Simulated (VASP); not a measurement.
# TePb in VASP: single point with PBEsol

Aim: the single point of TePb with PBEsol.

Program: VASP 6.6.1. These are calculated values, not measurements. Logs are shortened: lines on timing, memory, paths and dates and some standing lists are left out, and cuts for length are marked.

### Step 1. The cell of the first run

The cell holds a wire with vacuum, 4 atoms: a = 12.000 Å, b = 9.300 Å, c = 6.290 Å, α = 90.00°, β = 90.00°, γ = 90.00°.

### Step 2. Single point, PBEsol, collinear spin, ferromagnetic start

Contents of INCAR:

```
SYSTEM = TePb
PREC = Accurate
ENCUT = 520
EDIFF = 1E-7
ISMEAR = 0
SIGMA = 0.05
LREAL = .False.
LASPH = .True.
NELM = 150
ALGO = Normal
ISIF = 2
LWAVE = .False.
LCHARG = .False.
ISPIN = 2
MAGMOM = 0.5 0.5 0.5 0.5
LORBIT = 11
GGA = PS
NBANDS = 32
```

Contents of KPOINTS:

```
Automatic mesh
0
Gamma
  1 1 11
  0 0 0
```

Contents of POSCAR:

```
TePb
1.0
   12.0000000000      0.0000000000      0.0000000000
    0.0000000000      9.3000000000      0.0000000000
    0.0000000000      0.0000000000      6.2903224782
Te Pb
2 2
Direct
    0.3633331900      0.5000000000      0.0000000000
    0.6366668100      0.5000000000      0.5000000000
    0.4004126701      0.5000000000      0.5000000000
    0.5995873299      0.5000000000      0.0000000000
```

Potentials or basis: VASP PAW PBE potentials, release 64 (Te, Pb_d).

Started as:

```sh
cat potpaw_PBE.64/Te/POTCAR potpaw_PBE.64/Pb_d/POTCAR > POTCAR
mpirun -np 1 vasp_std > vasp.out
```

OUTCAR:

```text
SYSTEM = TePb
   PREC = Accurate
   ENCUT = 520
   EDIFF = 1E-7
   ISMEAR = 0
   LREAL = .False.
   LASPH = .True.
   NELM = 150
   ISIF = 2
   ISPIN = 2
   LORBIT = 11
   GGA = PS

 ion  position               nearest neighbor table
   1  0.363  0.500  0.000-   4 2.84   3 3.18   3 3.18
   2  0.637  0.500  0.500-   3 2.84   4 3.18   4 3.18
   3  0.400  0.500  0.500-   2 2.84   1 3.18   1 3.18   4 3.95   4 3.95
   4  0.600  0.500  0.000-   1 2.84   2 3.18   2 3.18   3 3.95   3 3.95

  LATTYP: Found a simple orthorhombic cell.
 ALAT       =     6.2903224782
 B/A-ratio  =     1.4784615625
 C/A-ratio  =     1.9076923388

  Lattice vectors:

 A1 = (   0.0000000000,   0.0000000000,  -6.2903224782)
 A2 = (   0.0000000000,   9.3000000000,   0.0000000000)
 A3 = (  12.0000000000,   0.0000000000,   0.0000000000)

Analysis of symmetry for initial positions (statically):
=====================================================================
 Subroutine PRICEL returns:
 Original cell was already a primitive cell.

 Routine SETGRP: Setting up the symmetry group for a
 simple orthorhombic supercell.

 Subroutine GETGRP returns: Found  8 space group operations
 (whereof  4 operations were pure point group operations)
 out of a pool of  8 trial point group operations.

The static configuration has the point symmetry C_2v.
 The point group associated with its full space group is D_2h.

Analysis of symmetry for dynamics (positions and initial velocities):
=====================================================================
 Subroutine PRICEL returns:
 Original cell was already a primitive cell.

 Routine SETGRP: Setting up the symmetry group for a
 simple orthorhombic supercell.

 Subroutine GETGRP returns: Found  8 space group operations
 (whereof  4 operations were pure point group operations)
 out of a pool of  8 trial point group operations.

The dynamic configuration has the point symmetry C_2v.
 The point group associated with its full space group is D_2h.

Analysis of structural, dynamic, and magnetic symmetry:
=====================================================================
 Subroutine PRICEL returns:
 Original cell was already a primitive cell.

 Routine SETGRP: Setting up the symmetry group for a
 simple orthorhombic supercell.

 Subroutine GETGRP returns: Found  8 space group operations
 (whereof  4 operations were pure point group operations)
 out of a pool of  8 trial point group operations.

The overall configuration has the point symmetry C_2v.
 The point group associated with its full space group is D_2h.

 Subroutine INISYM returns: Found  8 space group operations
 (whereof  4 operations are pure point group operations),
 and found     1 'primitive' translations

----------------------------------------------------------------------------------------

                                     Primitive cell

  volume of cell :     702.0000

  direct lattice vectors                    reciprocal lattice vectors
    12.000000000  0.000000000  0.000000000     0.083333333  0.000000000  0.000000000
     0.000000000  9.300000000  0.000000000     0.000000000  0.107526882  0.000000000
     0.000000000  0.000000000  6.290322478     0.000000000  0.000000000  0.158974362

  length of vectors
    12.000000000  9.300000000  6.290322478     0.083333333  0.107526882  0.158974362

  position of ions in fractional coordinates (direct lattice)
     0.363333190  0.500000000  0.000000000
     0.636666810  0.500000000  0.500000000
     0.400412670  0.500000000  0.500000000
     0.599587330  0.500000000  0.000000000

  ion indices of the primitive-cell ions
   primitive index   ion index
                 1           1
                 2           2
                 3           3
                 4           4

----------------------------------------------------------------------------------------

 KPOINTS: Automatic mesh

Automatic generation of k-mesh.
 Grid dimensions read from file:
 generate k-points for:    1    1   11

 Generating k-lattice:

  Cartesian coordinates                     Fractional coordinates (reciprocal lattice)
     0.083333333  0.000000000  0.000000000     1.000000000  0.000000000  0.000000000
     0.000000000  0.107526882  0.000000000     0.000000000  1.000000000  0.000000000
     0.000000000  0.000000000  0.014452215     0.000000000  0.000000000  0.090909091

  Length of vectors
     0.083333333  0.107526882  0.014452215

  Shift w.r.t. Gamma in fractional coordinates (k-lattice)
     0.000000000  0.000000000  0.000000000

 Subroutine IBZKPT returns following result:
 ===========================================

 Found      6 irreducible k-points:

 Following reciprocal coordinates:
            Coordinates               Weight
  0.000000  0.000000  0.000000      1.000000
  0.000000  0.000000  0.090909      2.000000
  0.000000  0.000000  0.181818      2.000000
  0.000000  0.000000  0.272727      2.000000
  0.000000  0.000000  0.363636      2.000000
  0.000000  0.000000  0.454545      2.000000
   k-points           NKPTS =      6   k-points in BZ     NKDIM =      6   number of bands    NBANDS=     32
   number of dos      NEDOS =    301   number of ions     NIONS =      4
   total plane-waves  NPLWV = 302400
   dimension x,y,z NGX =    90 NGY =   70 NGZ =   48
   dimension x,y,z NGXF=   180 NGYF=  140 NGZF=   96
   ions per type =               2   2
   NGX,Y,Z   is equivalent  to a cutoff of  12.47, 12.51, 12.69 a.u.
   NGXF,Y,Z  is equivalent  to a cutoff of  24.94, 25.03, 25.37 a.u.
 SYSTEM =  TePb
   PREC   = accura    normal or accurate (medium, high low for compatibility)
   ISTART =      0    job   : 0-new  1-cont  2-samecut
   ICHARG =      2    charge: 1-file 2-atom 10-const
   ISPIN  =      2    spin polarized calculation?
   LNONCOLLINEAR =      F non collinear calculations
   LSORBIT =      F    spin-orbit coupling
   LASPH  =      T    aspherical Exc in radial PAW
   ENCUT  =  520.0 eV  38.22 Ry    6.18 a.u.  22.31 17.29 11.70*2*pi/ulx,y,z
   NELM   =    150;   NELMIN=  2; NELMDL= -5     # of ELM steps
   EDIFF  = 0.1E-06   stopping-criterion for ELM
   LREAL  =      F    real-space projection
   EDIFFG = 0.1E-05   stopping-criterion for IOM
   NSW    =      0    number of steps for IOM
   IBRION =     -1    ionic relax: 0-MD 1-quasi-New 2-CG
   NFREE  =      0    steps in history (QN), initial steepest desc. (CG)
   ISIF   =      2    stress and relaxation
   ISYM   =      2    0-nonsym 1-usesym 2-fastsym
   POTIM  = 0.5000    time-step for ionic-motion
   TEBEG  =    0.0;   TEEND  =   0.0 temperature during run
   PSTRESS=    0.0 pullay stress
   NELECT =      40.0000    total number of electrons
   NUPDOWN=      -1.0000    fix difference up-down
   EMIN   =  10.00;   EMAX   =-10.00  energy-range for DOS
   EFERMI =   0.00;   METHOD = LEGACY
   ISMEAR =     0;   SIGMA  =   0.05  broadening in eV -4-tet -1-fermi 0-gaus
   EFERMI_NEDOS =   21; number of points for ismear=-14 and -15
   IALGO  =     38    algorithm
   IMIX   =      4    mixing-type and parameters
     AMIX     =   0.40;   BMIX     =  1.00
     AMIX_MAG =   1.60;   BMIX_MAG =  1.00
  volume/ion in A,a.u.               =     175.50      1184.33
  Fermi-wavevector in a.u.,A,eV,Ry     =   0.629964  1.190460  5.399537  0.396855
  Thomas-Fermi vector in A             =   1.692434
   LORBIT       =     11    0 simple, 1 ext, 2 COOP (PROOUT), +10 PAW based schemes
   GGA     = PS    functional components
   LHFCALC =     F    Hartree Fock is set to
   AEXX    =    0.0000 exact exchange contribution
   IVDW    =     0    specifies the selected vdW correction
   LEPSILON=     F    determine dielectric tensor
   LRPA    =     F    only Hartree local field effects (RPA)
 spin polarized calculation
 Gauss-broadening in eV      SIGMA  =   0.05
  energy-cutoff  :      520.00
  volume of cell :      702.00
 maximum number of plane-waves:     18919
 NGX is ok and might be reduce to    90
   NGX = 45   NGY = 35   NGZ = 23

 number of electron      40.0000002 magnetization      -0.0000114

 number of electron      40.0000002 magnetization       0.0000189

 Free energy of the ion-electron system (eV)
  ---------------------------------------------------
  ext. energy  EPLUGINS =         0.00000000
  ---------------------------------------------------
  free energy    TOTEN  =       -14.00246935 eV

  energy without entropy =      -14.00246935  energy(sigma->0) =      -14.00246935

 E-fermi :  -2.1799     XC(G=0):  -2.8453

 val. band max:       -2.4486770020   @ k =   0.0000   0.0000   0.4545
 cond. band min:      -1.7535500226   @ k =   0.0000   0.0000   0.3636
 fundamental gap:      0.6951269794
 Fermi energy:        -2.1798945684

 spin component 1

 k-point     1 :       0.0000    0.0000    0.0000
  band No.  band energies     occupation
      1     -19.5976      1.00000
      2     -19.5558      1.00000
      3     -19.5034      1.00000
      4     -19.4893      1.00000
      5     -19.4875      1.00000
      6     -19.4813      1.00000
[... 199 lines left out ...]
     31       3.0448      0.00000
     32       3.3091      0.00000
 Fermi energy:        -2.1798945684

 spin component 2

 k-point     1 :       0.0000    0.0000    0.0000
  band No.  band energies     occupation
      1     -19.5976      1.00000
      2     -19.5558      1.00000
      3     -19.5034      1.00000
      4     -19.4893      1.00000
      5     -19.4875      1.00000
      6     -19.4813      1.00000
[... 199 lines left out ...]
     31       3.0452      0.00000
     32       3.3091      0.00000

------------------------ aborting loop because EDIFF is reached ----------------------------------------

  FORCE on cell =-STRESS in cart. coord.  units (eV):
  Direction    XX          YY          ZZ          XY          YZ          ZX
  --------------------------------------------------------------------------------------
  -------------------------------------------------------------------------------------
  Total       -0.0083812      0.0649054      0.0063517      0.0000000      0.0000000      0.0000000
  in kB       -0.0191284      0.1481339      0.0144966      0.0000000      0.0000000      0.0000000
  external PRESSURE =       0.0478340 kB  Pullay stress =       0.0000000 kB

 VOLUME and BASIS-vectors are now :
 -----------------------------------------------------------------------------
  energy-cutoff  :      520.00
  volume of cell :      702.00
      direct lattice vectors                 reciprocal lattice vectors
    12.000000000  0.000000000  0.000000000     0.083333333  0.000000000  0.000000000
     0.000000000  9.300000000  0.000000000     0.000000000  0.107526882  0.000000000
     0.000000000  0.000000000  6.290322478     0.000000000  0.000000000  0.158974362

 POSITION                                       TOTAL-FORCE (eV/Angst)
 -----------------------------------------------------------------------------------
      4.36000      4.65000      0.00000        -0.012871      0.000000      0.000000
      7.64000      4.65000      3.14516         0.012871      0.000000      0.000000
      4.80495      4.65000      3.14516        -0.008476      0.000000      0.000000
      7.19505      4.65000      0.00000         0.008476      0.000000      0.000000
 -----------------------------------------------------------------------------------
    total drift:                                0.000000      0.000000     -0.000000

  FREE ENERGIE OF THE ION-ELECTRON SYSTEM (eV)
  ---------------------------------------------------
  free  energy   TOTEN  =       -14.0024693516 eV

  energy  without entropy=      -14.0024693516  energy(sigma->0) =      -14.00246935

 total charge

# of ion       s       p       d       tot
------------------------------------------
    1        1.383   1.989   0.015   3.387
    2        1.383   1.989   0.015   3.387
    3        1.433   0.632   9.824  11.889
    4        1.433   0.632   9.824  11.889
--------------------------------------------------
tot          5.632   5.242  19.680  30.554

 magnetization (x)

# of ion       s       p       d       tot
------------------------------------------
    1        0.000  -0.000  -0.000  -0.000
    2        0.000  -0.000  -0.000  -0.000
    3       -0.000   0.000  -0.000  -0.000
    4       -0.000   0.000  -0.000  -0.000
--------------------------------------------------
tot         -0.000  -0.000  -0.000  -0.000
```

Wall time 5.2 min (1 thread of AMD EPYC 9R14 (Zen 4), shared host); peak memory 0.94 GiB.

What came out:

| Property | Result |
| --- | --- |
| Free energy | -14.0025 eV |
| Largest force | 0.013 eV/Å |
| Band gap on the k mesh | 0.70 eV, indirect (least direct gap 0.76 eV) |
| Net moment | 0.00 μB per cell |
| Valence electrons inside the program's atomic spheres | Te 3.39; Pb 11.89 |

Forces on the atoms (eV/Å):
```
Te  -0.013  0.000  0.000
Te   0.013  0.000  0.000
Pb  -0.008  0.000  0.000
Pb   0.008  0.000  0.000
```

Levels at points of the mesh, in eV from the valence-band top:
Spin up:
| k point | band 18 | band 19 | band 20 | band 21 | band 22 | band 23 |
| --- | --- | --- | --- | --- | --- | --- |
| (0.00, 0.00, 0.00) | -2.01 | -1.02 | -0.91 | 1.05 | 1.85 | 2.46 |
Spin down:
```
           k point  band 16  band 17  band 18  band 19  band 20  band 21  band 22  band 23  band 24  band 25
(0.00, 0.00, 0.00)    -2.34    -2.23    -2.01    -1.02    -0.91     1.05     1.85     2.46     3.35     4.00
```

Caveat: the PAW data sets were made with another functional, which shifts forces and pressure a little; spin-orbit coupling is left out, which moves the levels of the heavy elements.
